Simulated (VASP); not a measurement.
# AlB2Ru3 (P4/mmm) in VASP: further runs

AlB2Ru3 is run at these levels: PBE; tasks: single point, relaxation of cell and atoms.

Program: VASP 6.6.1. These are calculated values, not measurements. Logs are shortened: lines on timing, memory, paths and dates and some standing lists are left out, and cuts for length are marked.

### 1 The cell of the first run

It takes space group P4/mmm (No. 123, tetragonal). The conventional cell has a = 2.765 Å, b = 2.765 Å, c = 8.712 Å, α = 90.00°, β = 90.00°, γ = 90.00°. Within 3.5 Å of Al (site symmetry 4/mmm) lie 8 Ru at 2.62 Å and 4 Al at 2.76 Å and 2 B at 2.87 Å. B (site symmetry 4mm) has 8 Ru at 2.26 to 2.45 Å and 5 B at 2.76 to 2.97 Å and 1 Al at 2.87 Å within 3.0 Å. Ru (site symmetry 4mm) has 4 B at 2.26 Å and 5 Ru at 2.61 to 2.76 Å and 4 Al at 2.62 Å within 3.0 Å. Ru (site symmetry 4/mmm) has 8 B at 2.45 Å and 6 Ru at 2.61 to 2.76 Å within 3.2 Å.

### 2 Single point, PBE

Input file INCAR:

```
PREC = Accurate ; ENCUT = 520
EDIFF = 1E-6 ; ISMEAR = 0
SIGMA = 0.1 ; LREAL = False
LASPH = True ; NELM = 60
ALGO = Normal ; ISIF = 2
LWAVE = False ; LCHARG = False
GGA = PE ; NBANDS = 34
```

Input file KPOINTS:

```
Automatic mesh
0
Gamma
  6 6 2
```

Input file POSCAR:

```
AlB2Ru3
1.0
    2.7647432203      0.0000000000      0.0000000000
    0.0000000000      2.7647432203      0.0000000000
    0.0000000000      0.0000000000      8.7121665619
Al B Ru
1 2 3
Direct
    0.0000000000      0.0000000000      0.0000000000
    0.0000000000      0.0000000000      0.3297994040
    0.0000000000      0.0000000000      0.6702005960
    0.5000000000      0.5000000000      0.2003946609
    0.5000000000      0.5000000000      0.5000000000
    0.5000000000      0.5000000000      0.7996053391
```

Potentials or basis: VASP PAW PBE potentials, release 64 (Al, B, Ru_pv).

Run with:

```sh
> cat potpaw_PBE.64/Al/POTCAR potpaw_PBE.64/B/POTCAR potpaw_PBE.64/Ru_pv/POTCAR > POTCAR
> mpirun -np 1 vasp_std > vasp.out
```

OUTCAR:

```text
PREC = Accurate
   ENCUT = 520
   EDIFF = 1E-6
   ISMEAR = 0
   LREAL = False
   LASPH = True
   NELM = 60
   ISIF = 2
   GGA = PE

 ion  position               nearest neighbor table
   1  0.000  0.000  0.000-   4 2.62   6 2.62   4 2.62   6 2.62   4 2.62   6 2.62   4 2.62   6 2.62

   2  0.000  0.000  0.330-   4 2.26   4 2.26   4 2.26   4 2.26   5 2.45   5 2.45   5 2.45   5 2.45

   3  0.000  0.000  0.670-   6 2.26   6 2.26   6 2.26   6 2.26   5 2.45   5 2.45   5 2.45   5 2.45

   4  0.500  0.500  0.200-   2 2.26   2 2.26   2 2.26   2 2.26   5 2.61   1 2.62   1 2.62   1 2.62
                             1 2.62
   5  0.500  0.500  0.500-   2 2.45   3 2.45   2 2.45   3 2.45   2 2.45   3 2.45   2 2.45   3 2.45
                             4 2.61   6 2.61
   6  0.500  0.500  0.800-   3 2.26   3 2.26   3 2.26   3 2.26   5 2.61   1 2.62   1 2.62   1 2.62
                             1 2.62

  LATTYP: Found a simple tetragonal cell.
 ALAT       =     2.7647432203
 C/A-ratio  =     3.1511666248

  Lattice vectors:

 A1 = (   2.7647432203,   0.0000000000,   0.0000000000)
 A2 = (   0.0000000000,   2.7647432203,   0.0000000000)
 A3 = (   0.0000000000,   0.0000000000,   8.7121665619)

Analysis of symmetry for initial positions (statically):
=====================================================================
 Subroutine PRICEL returns:
 Original cell was already a primitive cell.

 Routine SETGRP: Setting up the symmetry group for a
 simple tetragonal supercell.

 Subroutine GETGRP returns: Found 16 space group operations
 (whereof 16 operations were pure point group operations)
 out of a pool of 16 trial point group operations.

The static configuration has the point symmetry D_4h.

Analysis of symmetry for dynamics (positions and initial velocities):
=====================================================================
 Subroutine PRICEL returns:
 Original cell was already a primitive cell.

 Routine SETGRP: Setting up the symmetry group for a
 simple tetragonal supercell.

 Subroutine GETGRP returns: Found 16 space group operations
 (whereof 16 operations were pure point group operations)
 out of a pool of 16 trial point group operations.

The dynamic configuration has the point symmetry D_4h.

 Subroutine INISYM returns: Found 16 space group operations
 (whereof 16 operations are pure point group operations),
 and found     1 'primitive' translations

----------------------------------------------------------------------------------------

                                     Primitive cell

  volume of cell :      66.5941

  direct lattice vectors                    reciprocal lattice vectors
     2.764743220  0.000000000  0.000000000     0.361697243  0.000000000  0.000000000
     0.000000000  2.764743220  0.000000000     0.000000000  0.361697243  0.000000000
     0.000000000  0.000000000  8.712166562     0.000000000  0.000000000  0.114782011

  length of vectors
     2.764743220  2.764743220  8.712166562     0.361697243  0.361697243  0.114782011

  position of ions in fractional coordinates (direct lattice)
     0.000000000  0.000000000  0.000000000
     0.000000000  0.000000000  0.329799404
     0.000000000  0.000000000  0.670200596
     0.500000000  0.500000000  0.200394661
     0.500000000  0.500000000  0.500000000
     0.500000000  0.500000000  0.799605339

  ion indices of the primitive-cell ions
   primitive index   ion index
                 1           1
                 2           2
                 3           3
                 4           4
                 5           5
                 6           6

----------------------------------------------------------------------------------------

 KPOINTS: Automatic mesh

Automatic generation of k-mesh.
 Grid dimensions read from file:
 generate k-points for:    6    6    2

 Generating k-lattice:

  Cartesian coordinates                     Fractional coordinates (reciprocal lattice)
     0.060282874  0.000000000  0.000000000     0.166666667  0.000000000  0.000000000
     0.000000000  0.060282874  0.000000000     0.000000000  0.166666667  0.000000000
     0.000000000  0.000000000  0.057391006     0.000000000  0.000000000  0.500000000

  Length of vectors
     0.060282874  0.060282874  0.057391006

  Shift w.r.t. Gamma in fractional coordinates (k-lattice)
     0.000000000  0.000000000  0.000000000

 Subroutine IBZKPT returns following result:
 ===========================================

 Found     20 irreducible k-points:

 Following reciprocal coordinates:
            Coordinates               Weight
  0.000000  0.000000  0.000000      1.000000
  0.166667  0.000000  0.000000      4.000000
  0.333333  0.000000  0.000000      4.000000
  0.500000  0.000000  0.000000      2.000000
  0.166667  0.166667  0.000000      4.000000
  0.333333  0.166667  0.000000      8.000000
[... 12 lines left out ...]
  0.500000  0.333333  0.500000      4.000000
  0.500000  0.500000  0.500000      1.000000
   k-points           NKPTS =     20   k-points in BZ     NKDIM =     20   number of bands    NBANDS=     34
   number of dos      NEDOS =    301   number of ions     NIONS =      6
   total plane-waves  NPLWV =  40320
   dimension x,y,z NGX =    24 NGY =   24 NGZ =   70
   dimension x,y,z NGXF=    48 NGYF=   48 NGZF=  140
   ions per type =               1   2   3
   NGX,Y,Z   is equivalent  to a cutoff of  14.43, 14.43, 13.36 a.u.
   NGXF,Y,Z  is equivalent  to a cutoff of  28.86, 28.86, 26.71 a.u.
 SYSTEM =  unknown system
   PREC   = accura    normal or accurate (medium, high low for compatibility)
   ISTART =      0    job   : 0-new  1-cont  2-samecut
   ICHARG =      2    charge: 1-file 2-atom 10-const
   ISPIN  =      1    spin polarized calculation?
   LNONCOLLINEAR =      F non collinear calculations
   LSORBIT =      F    spin-orbit coupling
   LASPH  =      T    aspherical Exc in radial PAW
   ENCUT  =  520.0 eV  38.22 Ry    6.18 a.u.   5.14  5.14 16.20*2*pi/ulx,y,z
   NELM   =     60;   NELMIN=  2; NELMDL= -5     # of ELM steps
   EDIFF  = 0.1E-05   stopping-criterion for ELM
   LREAL  =      F    real-space projection
   EDIFFG = 0.1E-04   stopping-criterion for IOM
   NSW    =      0    number of steps for IOM
   IBRION =     -1    ionic relax: 0-MD 1-quasi-New 2-CG
   NFREE  =      0    steps in history (QN), initial steepest desc. (CG)
   ISIF   =      2    stress and relaxation
   ISYM   =      2    0-nonsym 1-usesym 2-fastsym
   POTIM  = 0.5000    time-step for ionic-motion
   TEBEG  =    0.0;   TEEND  =   0.0 temperature during run
   PSTRESS=    0.0 pullay stress
   NELECT =      51.0000    total number of electrons
   NUPDOWN=      -1.0000    fix difference up-down
   EMIN   =  10.00;   EMAX   =-10.00  energy-range for DOS
   EFERMI =   0.00;   METHOD = LEGACY
   ISMEAR =     0;   SIGMA  =   0.10  broadening in eV -4-tet -1-fermi 0-gaus
   EFERMI_NEDOS =   21; number of points for ismear=-14 and -15
   IALGO  =     38    algorithm
   IMIX   =      4    mixing-type and parameters
     AMIX     =   0.40;   BMIX     =  1.00
     AMIX_MAG =   1.60;   BMIX_MAG =  1.00
  volume/ion in A,a.u.               =      11.10        74.90
  Fermi-wavevector in a.u.,A,eV,Ry     =   1.497797  2.830426 30.523255  2.243396
  Thomas-Fermi vector in A             =   2.609639
   LORBIT       =      0    0 simple, 1 ext, 2 COOP (PROOUT), +10 PAW based schemes
   GGA     = PE    functional components
   LHFCALC =     F    Hartree Fock is set to
   AEXX    =    0.0000 exact exchange contribution
   IVDW    =     0    specifies the selected vdW correction
   LEPSILON=     F    determine dielectric tensor
   LRPA    =     F    only Hartree local field effects (RPA)
 non-spin polarized calculation
 Gauss-broadening in eV      SIGMA  =   0.10
  energy-cutoff  :      520.00
  volume of cell :       66.59
 maximum number of plane-waves:      1832
 NGX is ok and might be reduce to    24
   NGX = 11   NGY = 11   NGZ = 33

 number of electron      51.0000005 magnetization

 Free energy of the ion-electron system (eV)
  ---------------------------------------------------
  ext. energy  EPLUGINS =         0.00000000
  ---------------------------------------------------
  free energy    TOTEN  =       -45.67754782 eV

  energy without entropy =      -45.66423984  energy(sigma->0) =      -45.67089383

 E-fermi :  11.3050     XC(G=0): -13.2226

 val. band max:       11.3004155133   @ k =   0.5000   0.5000   0.0000
 cond. band min:      11.3334226441   @ k =   0.5000   0.1667   0.0000
 fundamental gap:      0.0330071308
 Fermi energy:        11.3049584526

 k-point     1 :       0.0000    0.0000    0.0000
  band No.  band energies     occupation
      1     -31.6384      2.00000
      2     -31.2860      2.00000
      3     -31.1592      2.00000
      4     -31.1592      2.00000
      5     -31.0677      2.00000
      6     -30.9923      2.00000
[... 26 lines left out ...]
     33      17.3692      0.00000
     34      17.3692      0.00000

 k-point     2 :       0.1667    0.0000    0.0000
  band No.  band energies     occupation
      1     -31.6241      2.00000
      2     -31.2764      2.00000
      3     -31.2664      2.00000
      4     -31.1495      2.00000
      5     -31.1072      2.00000
      6     -31.1035      2.00000
[... 26 lines left out ...]
     33      16.5787      0.00000
     34      17.8011      0.00000

 k-point     3 :       0.3333    0.0000    0.0000
  band No.  band energies     occupation
      1     -31.5955      2.00000
      2     -31.4882      2.00000
      3     -31.3323      2.00000
      4     -31.3273      2.00000
      5     -31.2458      2.00000
      6     -31.1300      2.00000
[... 26 lines left out ...]
     33      17.3376      0.00000
     34      17.8384      0.00000
[... 556 lines left out ...]
 k-point    19 :       0.5000    0.3333    0.5000
  band No.  band energies     occupation
      1     -31.5529      2.00000
      2     -31.5454      2.00000
      3     -31.4359      2.00000
      4     -31.4000      2.00000
      5     -31.3895      2.00000
      6     -31.2783      2.00000
[... 26 lines left out ...]
     33      16.1074      0.00000
     34      17.9885      0.00000

 k-point    20 :       0.5000    0.5000    0.5000
  band No.  band energies     occupation
      1     -31.5388      2.00000
      2     -31.5388      2.00000
      3     -31.5313      2.00000
      4     -31.3846      2.00000
      5     -31.3846      2.00000
      6     -31.3746      2.00000
[... 26 lines left out ...]
     33      18.0264      0.00000
     34      18.0264      0.00000

------------------------ aborting loop because EDIFF is reached ----------------------------------------

  FORCE on cell =-STRESS in cart. coord.  units (eV):
  Direction    XX          YY          ZZ          XY          YZ          ZX
  --------------------------------------------------------------------------------------
  -------------------------------------------------------------------------------------
  Total       -0.0191343     -0.0191343      0.1476330      0.0000000      0.0000000      0.0000000
  in kB       -0.4603493     -0.4603493      3.5518809      0.0000000      0.0000000      0.0000000
  external PRESSURE =       0.8770608 kB  Pullay stress =       0.0000000 kB

 VOLUME and BASIS-vectors are now :
 -----------------------------------------------------------------------------
  energy-cutoff  :      520.00
  volume of cell :       66.59
      direct lattice vectors                 reciprocal lattice vectors
     2.764743220  0.000000000  0.000000000     0.361697243  0.000000000  0.000000000
     0.000000000  2.764743220  0.000000000     0.000000000  0.361697243  0.000000000
     0.000000000  0.000000000  8.712166562     0.000000000  0.000000000  0.114782011

 POSITION                                       TOTAL-FORCE (eV/Angst)
 -----------------------------------------------------------------------------------
      0.00000      0.00000      0.00000        -0.000000      0.000000     -0.000000
      0.00000      0.00000      2.87327        -0.000000      0.000000      0.001039
      0.00000      0.00000      5.83890         0.000000      0.000000     -0.001039
      1.38237      1.38237      1.74587         0.000000     -0.000000      0.022923
      1.38237      1.38237      4.35608        -0.000000      0.000000     -0.000000
      1.38237      1.38237      6.96629        -0.000000      0.000000     -0.022923
 -----------------------------------------------------------------------------------
    total drift:                                0.000000     -0.000000     -0.000000

  FREE ENERGIE OF THE ION-ELECTRON SYSTEM (eV)
  ---------------------------------------------------
  free  energy   TOTEN  =       -45.6775478182 eV

  energy  without entropy=      -45.6642398426  energy(sigma->0) =      -45.67089383
```

Run time: 33 s. Hardware: 1 thread of Intel Xeon Platinum 8375C at 2.90GHz (Ice Lake), shared host; peak memory 0.2 GiB.

Results:

```
Free energy   : -45.6775 eV
Pressure      : 0.1 GPa
Largest force : 0.023 eV/Å
```

Forces on the atoms (eV/Å):
```
Al   0.000  0.000  0.000
B    0.000  0.000  0.001
B    0.000  0.000 -0.001
Ru   0.000  0.000  0.023
Ru   0.000  0.000  0.000
Ru   0.000  0.000 -0.023
```

Caveat: the k points lie up to 0.38 Å⁻¹ apart.

(Part 1 of 2 ends here.)
